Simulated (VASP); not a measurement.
Si3Ge: single point with PBEsol

Si3Ge:

```xyz
16
Lattice="-0.0002 5.4860 5.4861 5.4867 -0.0009 5.4868 5.4858 5.4858 0.0000" Properties=species:S:1:pos:R:3 pbc="T T T"
Ge    4.0983    4.0978    4.1317
Ge    6.8737    6.8732    4.1317
Ge    6.8575    4.1141    6.8587
Ge    5.4863    5.4852    2.7103
Si    9.5853    6.8719    6.8429
Si    4.1153    6.8562    6.8584
Si    6.8729    9.5844    6.8424
Si    6.8572    6.8557    9.6007
Si    9.6016    9.6001    9.6007
Si    2.7578    2.7279    2.7276
Si    5.4874    2.7119    5.4862
Si    8.2596    5.4841    5.4862
Si    2.7266    5.5008    5.5012
Si    5.4707    8.2449    5.5012
Si    5.4715    5.5000    8.2456
Si    8.2284    8.2289    8.2301
```

```yaml
Program: VASP 6.6.1
Task: single point
Functional: PBEsol
Potentials_or_basis: VASP PAW PBE potentials, release 64 (Ge_d, Si)
Cutoff: 500 eV
k_mesh: 3 × 3 × 3
Occupations: gaussian, width 0.02 eV
Spin: no spin polarisation
```

- Pressure: 0.0 GPa
- Largest force: 0.015 eV/Å
- Band gap on the k mesh: 0.40 eV

Forces on the atoms (eV/Å):
```
Ge  -0.001 -0.004 -0.003
Ge   0.004  0.001 -0.003
Ge   0.007 -0.007 -0.001
Ge  -0.002  0.002 -0.003
Si   0.009 -0.009  0.008
Si  -0.006  0.006  0.000
Si  -0.008  0.008  0.008
Si   0.001  0.002  0.004
Si  -0.002 -0.001  0.004
Si  -0.007  0.007  0.007
Si  -0.005  0.014  0.002
Si  -0.014  0.005  0.002
Si   0.010 -0.008 -0.006
Si   0.008 -0.010 -0.006
Si   0.005 -0.005 -0.008
Si   0.002 -0.002 -0.005
```

Levels at points of the mesh, in eV from the valence-band top:
```
           k point  band 48  band 49  band 50  band 51  band 52  band 53  band 54  band 55  band 56  band 57
(0.00, 0.00, 0.00)    -1.19    -1.19    -0.03    -0.01     0.00     0.40     0.44     0.46     0.64     0.67
```

Run time: 5.6 min on 1 thread of Oxide Virtual Turin-like Processor, with other jobs on the host, peak memory 0.52 GiB.

Caveat: the PAW data sets were made with another functional, which shifts forces and pressure a little. A k mesh can miss the band edges.
